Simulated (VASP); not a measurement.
# KF (Pm-3m) in VASP: further runs, part 2 of 2

VASP 6.6.1.

### 3 Single point, PBE+D3(BJ)

File INCAR:

```
  ALGO = Normal
  EDIFF = 1E-6
  ENCUT = 600
  GGA = PE
  GGA_COMPAT = F
  ISIF = 2
  ISMEAR = 0
  IVDW = 12
  LASPH = T
  LCHARG = F
  LREAL = F
  LWAVE = F
  NBANDS = 15
  NELM = 120
  PREC = Accurate
  SIGMA = 0.01
```

File KPOINTS:

```
k-points
0
Gamma
  6 6 6
```

File POSCAR:

```
KF
1.0
    3.1788707423      0.0000000000      0.0000000000
    0.0000000000      3.1788707423      0.0000000000
    0.0000000000      0.0000000000      3.1788707423
K F
1 1
Direct
    0.0000000000      0.0000000000      0.0000000000
    0.5000000000      0.5000000000      0.5000000000
```

Potentials or basis: VASP PAW PBE potentials, release 64 (K_sv, F).

On the command line:

```
> cat potpaw_PBE.64/K_sv/POTCAR potpaw_PBE.64/F/POTCAR > POTCAR
> mpirun -np 1 vasp_std > vasp.out
```

OUTCAR:

```text
EDIFF = 1E-6
   ENCUT = 600
   GGA = PE
   ISIF = 2
   ISMEAR = 0
   IVDW = 12
   LASPH = T
   LREAL = F
   NELM = 120
   PREC = Accurate
 IVDW          = 12

 ion  position               nearest neighbor table
   1  0.000  0.000  0.000-   2 2.75   2 2.75   2 2.75   2 2.75   2 2.75   2 2.75   2 2.75   2 2.75

   2  0.500  0.500  0.500-   1 2.75   1 2.75   1 2.75   1 2.75   1 2.75   1 2.75   1 2.75   1 2.75

  LATTYP: Found a simple cubic cell.
 ALAT       =     3.1788707423

  Lattice vectors:

 A1 = (   3.1788707423,   0.0000000000,   0.0000000000)
 A2 = (   0.0000000000,   3.1788707423,   0.0000000000)
 A3 = (   0.0000000000,   0.0000000000,   3.1788707423)

Analysis of symmetry for initial positions (statically):
=====================================================================
 Subroutine PRICEL returns:
 Original cell was already a primitive cell.

 Routine SETGRP: Setting up the symmetry group for a
 simple cubic supercell.

 Subroutine GETGRP returns: Found 48 space group operations
 (whereof 48 operations were pure point group operations)
 out of a pool of 48 trial point group operations.

The static configuration has the point symmetry O_h .

Analysis of symmetry for dynamics (positions and initial velocities):
=====================================================================
 Subroutine PRICEL returns:
 Original cell was already a primitive cell.

 Routine SETGRP: Setting up the symmetry group for a
 simple cubic supercell.

 Subroutine GETGRP returns: Found 48 space group operations
 (whereof 48 operations were pure point group operations)
 out of a pool of 48 trial point group operations.

The dynamic configuration has the point symmetry O_h .

 Subroutine INISYM returns: Found 48 space group operations
 (whereof 48 operations are pure point group operations),
 and found     1 'primitive' translations

----------------------------------------------------------------------------------------

                                     Primitive cell

  volume of cell :      32.1232

  direct lattice vectors                    reciprocal lattice vectors
     3.178870742  0.000000000  0.000000000     0.314577119  0.000000000  0.000000000
     0.000000000  3.178870742  0.000000000     0.000000000  0.314577119  0.000000000
     0.000000000  0.000000000  3.178870742     0.000000000  0.000000000  0.314577119

  length of vectors
     3.178870742  3.178870742  3.178870742     0.314577119  0.314577119  0.314577119

  position of ions in fractional coordinates (direct lattice)
     0.000000000  0.000000000  0.000000000
     0.500000000  0.500000000  0.500000000

  ion indices of the primitive-cell ions
   primitive index   ion index
                 1           1
                 2           2

----------------------------------------------------------------------------------------

 KPOINTS: k-points

Automatic generation of k-mesh.
 Grid dimensions read from file:
 generate k-points for:    6    6    6

 Generating k-lattice:

  Cartesian coordinates                     Fractional coordinates (reciprocal lattice)
     0.052429520  0.000000000  0.000000000     0.166666667  0.000000000  0.000000000
[... 36 lines left out ...]
   k-points           NKPTS =     20   k-points in BZ     NKDIM =     20   number of bands    NBANDS=     15
   number of dos      NEDOS =    301   number of ions     NIONS =      2
   total plane-waves  NPLWV =  21952
   dimension x,y,z NGX =    28 NGY =   28 NGZ =   28
   dimension x,y,z NGXF=    56 NGYF=   56 NGZF=   56
   ions per type =               1   1
   NGX,Y,Z   is equivalent  to a cutoff of  14.64, 14.64, 14.64 a.u.
   NGXF,Y,Z  is equivalent  to a cutoff of  29.29, 29.29, 29.29 a.u.
 SYSTEM =  unknown system
   PREC   = accura    normal or accurate (medium, high low for compatibility)
   ISTART =      0    job   : 0-new  1-cont  2-samecut
   ICHARG =      2    charge: 1-file 2-atom 10-const
   ISPIN  =      1    spin polarized calculation?
   LNONCOLLINEAR =      F non collinear calculations
   LSORBIT =      F    spin-orbit coupling
   LASPH  =      T    aspherical Exc in radial PAW
   ENCUT  =  600.0 eV  44.10 Ry    6.64 a.u.   6.35  6.35  6.35*2*pi/ulx,y,z
   NELM   =    120;   NELMIN=  2; NELMDL= -5     # of ELM steps
   EDIFF  = 0.1E-05   stopping-criterion for ELM
   LREAL  =      F    real-space projection
   EDIFFG = 0.1E-04   stopping-criterion for IOM
   NSW    =      0    number of steps for IOM
   IBRION =     -1    ionic relax: 0-MD 1-quasi-New 2-CG
   NFREE  =      0    steps in history (QN), initial steepest desc. (CG)
   ISIF   =      2    stress and relaxation
   ISYM   =      2    0-nonsym 1-usesym 2-fastsym
   POTIM  = 0.5000    time-step for ionic-motion
   TEBEG  =    0.0;   TEEND  =   0.0 temperature during run
   PSTRESS=    0.0 pullay stress
   NELECT =      16.0000    total number of electrons
   NUPDOWN=      -1.0000    fix difference up-down
   EMIN   =  10.00;   EMAX   =-10.00  energy-range for DOS
   EFERMI =   0.00;   METHOD = LEGACY
   ISMEAR =     0;   SIGMA  =   0.01  broadening in eV -4-tet -1-fermi 0-gaus
   EFERMI_NEDOS =   21; number of points for ismear=-14 and -15
   IALGO  =     38    algorithm
   IMIX   =      4    mixing-type and parameters
     AMIX     =   0.40;   BMIX     =  1.00
     AMIX_MAG =   1.60;   BMIX_MAG =  1.00
  volume/ion in A,a.u.               =      16.06       108.39
  Fermi-wavevector in a.u.,A,eV,Ry     =   1.297703  2.452303 22.912659  1.684033
  Thomas-Fermi vector in A             =   2.429078
   LORBIT       =      0    0 simple, 1 ext, 2 COOP (PROOUT), +10 PAW based schemes
   GGA     = PE    functional components
   LHFCALC =     F    Hartree Fock is set to
   AEXX    =    0.0000 exact exchange contribution
   IVDW    =    12    specifies the selected vdW correction
   LEPSILON=     F    determine dielectric tensor
   LRPA    =     F    only Hartree local field effects (RPA)
 non-spin polarized calculation
 Gauss-broadening in eV      SIGMA  =   0.01
  energy-cutoff  :      600.00
  volume of cell :       32.12
 maximum number of plane-waves:      1108
 NGX is ok and might be reduce to    28
   NGX = 13   NGY = 13   NGZ = 13

 number of electron      15.9999991 magnetization

 Free energy of the ion-electron system (eV)
  ---------------------------------------------------
  ext. energy  EPLUGINS =         0.00000000
  ---------------------------------------------------
  free energy    TOTEN  =        -8.07034572 eV

  energy without entropy =       -8.07034572  energy(sigma->0) =       -8.07034572

 E-fermi :  -1.6539     XC(G=0):  -9.3915

 val. band max:       -1.7947404809   @ k =   0.5000   0.5000   0.0000
 cond. band min:       5.0039343853   @ k =   0.0000   0.0000   0.0000
 fundamental gap:      6.7986748662
 Fermi energy:        -1.6539329586

 k-point     1 :       0.0000    0.0000    0.0000
  band No.  band energies     occupation
      1     -28.6517      2.00000
      2     -20.7599      2.00000
      3     -11.5839      2.00000
      4     -11.5839      2.00000
      5     -11.5839      2.00000
      6      -1.8319      2.00000
      7      -1.8319      2.00000
      8      -1.8319      2.00000
      9       5.0039      0.00000
     10       6.5815      0.00000
     11       6.5815      0.00000
     12      12.4920      0.00000
     13      12.4920      0.00000
     14      12.4920      0.00000
[... 329 lines left out ...]
      2     -20.5716      2.00000
      3     -12.2634      2.00000
      4     -12.2634      2.00000
      5     -12.2634      2.00000
      6      -2.9630      2.00000
      7      -2.9630      2.00000
      8      -2.9630      2.00000
      9       8.9880      0.00000
     10       8.9880      0.00000
     11       8.9880      0.00000
     12      14.2778      0.00000
     13      14.2778      0.00000
     14      14.2778      0.00000
     15      14.3338      0.00000

------------------------ aborting loop because EDIFF is reached ----------------------------------------

 Edisp (eV)   -0.38085

 E8    (eV) :    -0.1814

  FORCE on cell =-STRESS in cart. coord.  units (eV):
  Direction    XX          YY          ZZ          XY          YZ          ZX
  --------------------------------------------------------------------------------------
  -------------------------------------------------------------------------------------
  Total       0.22100     0.22100     0.22100     0.00000     0.00000     0.00000
  in kB      11.02278    11.02278    11.02278     0.00000     0.00000     0.00000
  external pressure =       11.02 kB  Pullay stress =        0.00 kB

 VOLUME and BASIS-vectors are now :
 -----------------------------------------------------------------------------
  energy-cutoff  :      600.00
  volume of cell :       32.12
      direct lattice vectors                 reciprocal lattice vectors
     3.178870742  0.000000000  0.000000000     0.314577119  0.000000000  0.000000000
     0.000000000  3.178870742  0.000000000     0.000000000  0.314577119  0.000000000
     0.000000000  0.000000000  3.178870742     0.000000000  0.000000000  0.314577119

 POSITION                                       TOTAL-FORCE (eV/Angst)
 -----------------------------------------------------------------------------------
      0.00000      0.00000      0.00000         0.000000      0.000000      0.000000
      1.58944      1.58944      1.58944         0.000000      0.000000      0.000000
 -----------------------------------------------------------------------------------
    total drift:                                0.000000      0.000000      0.000000

  FREE ENERGIE OF THE ION-ELECTRON SYSTEM (eV)
  ---------------------------------------------------
  free  energy   TOTEN  =        -8.4511921903 eV

  energy  without entropy=       -8.4511921903  energy(sigma->0) =       -8.45119219
```

It took 7.9 s on 1 thread of Intel Xeon Platinum 8559C (Emerald Rapids), shared host; peak memory 0.17 GiB.

What came out:

* Free energy: -8.4512 eV
* Pressure: 1.1 GPa
* Band gap on the k mesh: 6.80 eV (least direct gap 6.84 eV)
* Dispersion energy per atom: -0.190 eV

Caveat: the structure was generated, so it needn't be the stable form of KF. A k mesh can miss the band edges.

### 4 Single point, r2SCAN

POSCAR is that of step 3.

File INCAR.step1:

```
SYSTEM = KF
ALGO = Normal
EDIFF = 1E-5
ENCUT = 660
GGA = PE
GGA_COMPAT = .FALSE.
ISMEAR = 0
LASPH = .TRUE.
LCHARG = .FALSE.
LREAL = .FALSE.
LWAVE = .TRUE.
NBANDS = 15
NELM = 120
PREC = Accurate
SIGMA = 0.01
```

File INCAR.step2:

```
SYSTEM = KF
ALGO = Normal
EDIFF = 1E-6
ENCUT = 660
GGA_COMPAT = .FALSE.
ISIF = 2
ISMEAR = 0
ISTART = 1
LASPH = .TRUE.
LCHARG = .FALSE.
LMIXTAU = .TRUE.
LREAL = .FALSE.
LWAVE = .FALSE.
METAGGA = R2SCAN
NBANDS = 15
NELM = 120
PREC = Accurate
SIGMA = 0.01
```

File KPOINTS:

```
k-points
0
G
  6 6 6
  0 0 0
```

On the command line:

```
> cat potpaw_PBE.64/K_sv/POTCAR potpaw_PBE.64/F/POTCAR > POTCAR
> cp INCAR.step1 INCAR
> mpirun -np 1 vasp_std > vasp.out
> cp INCAR.step2 INCAR
> mpirun -np 1 vasp_std > vasp.out
```

It took 34 s on 1 thread of Intel Xeon Platinum 8559C (Emerald Rapids), shared host; peak memory 0.16 GiB.

It converged, with:

- Free energy: -14.8649 eV
- Pressure: 0.0 GPa
- Band gap on the k mesh: 7.73 eV (least direct gap 7.77 eV)

Levels at points of the mesh, in eV from the valence-band top:
```csv
k point,band 5,band 6,band 7,band 8,band 9,band 10,band 11,band 12
"(0.00, 0.00, 0.00)",-10.03,-0.03,-0.03,-0.03,7.73,9.10,9.10,15.23
"(0.50, 0.00, 0.00)",-9.89,-1.29,-0.18,-0.18,10.18,10.73,12.64,13.72
"(0.50, 0.50, 0.00)",-9.79,-0.62,-0.62,0.00,9.49,10.07,13.07,13.07
"(0.50, 0.50, 0.50)",-10.71,-1.15,-1.15,-1.15,11.64,11.64,11.64,17.05
```

Caveat: the structure was generated, so it needn't be the stable form of KF; the PAW data sets were made with another functional, which shifts forces and pressure a little.

### 5 Single point, PBE

File INCAR:

```
SYSTEM = KF
PREC     = Accurate       ! precision mode
ENCUT    = 600            ! plane-wave cutoff, eV
EDIFF    = 1E-6           ! SCF threshold, eV
ISMEAR   = 0              ! smearing method
SIGMA    = 0.01           ! smearing width, eV
LREAL    = .False.        ! projectors in reciprocal space
LASPH    = .True.         ! aspherical terms in the spheres
NELM     = 120            ! most SCF steps
ALGO     = Normal         ! electronic algorithm
ISIF     = 2              ! what is computed and relaxed
LWAVE    = .False.        ! write WAVECAR
LCHARG   = .True.         ! write CHGCAR
GGA      = PE             ! functional
LELF     = .True.         ! ELF
LVHAR    = .True.       
NBANDS   = 15             ! bands
ISYM     = 0            
GGA_COMPAT= .False.
```

File KPOINTS:

```
Automatic mesh
0
Gamma
  6 6 6
  0 0 0.5
```

POSCAR is that of step 4.

On the command line:

```
> cat potpaw_PBE.64/K_sv/POTCAR potpaw_PBE.64/F/POTCAR > POTCAR
> mpirun -np 1 vasp_std > vasp.out
```

It took 92 s on 1 thread of Intel Xeon Platinum 8559C (Emerald Rapids), shared host; peak memory 0.3 GiB.

Results (log left out):

```yaml
Free_energy: -8.0703 eV
Pressure: 2.9 GPa
Band_gap_on_the_k_mesh: 7.01 eV (least direct gap 7.05 eV)
```

Levels at points of the mesh, in eV from the valence-band top:
```tsv
k point	band 6	band 7	band 8	band 9	band 10	band 11
(0.00, 0.00, 0.08)	-0.13	-0.03	-0.03	7.01	8.45	8.57
```

Caveat: the structure was generated, so it needn't be the stable form of KF; a shifted mesh leaves out Γ, where band edges can lie. A k mesh can miss the band edges.

### 6 Summary

| level | k mesh | cutoff (eV) | smearing | gap on the mesh (eV) | pressure (GPa) |
| --- | --- | --- | --- | --- | --- |
| PBE | 6 × 6 × 6 | 600 | methfessel-paxton 0.2 eV | 6.80 | 2.9 |
| PBE+D3(BJ) | 6 × 6 × 6 | 600 | gaussian 0.01 eV | 6.80 | 1.1 |
| r2SCAN | 6 × 6 × 6 | 660 | gaussian 0.01 eV | 7.73 | 0.0 |
| PBE | 6 × 6 × 6, shifted | 600 | gaussian 0.01 eV | 7.01 | 2.9 |

Alike in all rows: task single point; potentials or basis VASP PAW PBE potentials, release 64 (K_sv, F); no spin polarisation; cell as given.

On the cell as given the gap runs from 6.80 eV (PBE+D3(BJ)) to 7.73 eV (r2SCAN). The pressure there spans 0.0 GPa (r2SCAN) to 2.9 GPa (PBE); a positive pressure means that this level wants a larger cell, a negative one a smaller.

Caveats: the structure was generated, so it needn't be the stable form of KF; the PAW data sets were made with another functional, which shifts forces and pressure a little (at least some runs); a shifted mesh leaves out Γ, where band edges can lie (at least some runs).

Total energies depend on the potentials used, so only differences within one code and one set of settings carry meaning.
